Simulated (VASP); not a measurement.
# TiB2: single point with PBE

The system is TiB2.

```xyz
3
Lattice="2.9462 0.0000 0.0000 -1.4731 2.5515 0.0000 0.0000 0.0000 3.1399" Properties=species:S:1:pos:R:3 pbc="T T T"
Ti    0.0000    0.0000    0.0000
B     0.0000    1.7010    1.5700
B     1.4731    0.8505    1.5700
```

- Program: VASP 6.6.1
- Task: single point
- Functional: PBE
- Potentials or basis: VASP PAW PBE potentials, release 64 (Ti_sv, B)
- Cutoff: 520 eV
- k mesh: 11 × 11 × 9
- Occupations: fermi-dirac, width 0.15 eV
- Spin: no spin polarisation
- Dipole correction: no
- Further INCAR settings: ALGO = Normal; EDIFF = 1e-06; NBANDS = 16

- Pressure: 25.6 GPa
- Band gap on the k mesh: zero (band 9 reaches 11.15 eV, above the bottom of band 10 at 10.64 eV)

Stress tensor (GPa, compression positive):
```
27.70  0.00  0.00
 0.00 27.70  0.00
 0.00  0.00 21.44
```

Levels at points of the mesh, in eV from the Fermi level:
```tsv
k point	band 6	band 7	band 8	band 9	band 10	band 11	band 12	band 13
(0.00, 0.00, 0.00)	-2.75	-2.75	-2.32	-2.29	2.17	2.17	4.09	4.09
```

Wall time 14 s on 1 thread of Intel(R) Xeon(R) Platinum 8488C (Sapphire Rapids), with other jobs on the host, peak memory 0.15 GiB.
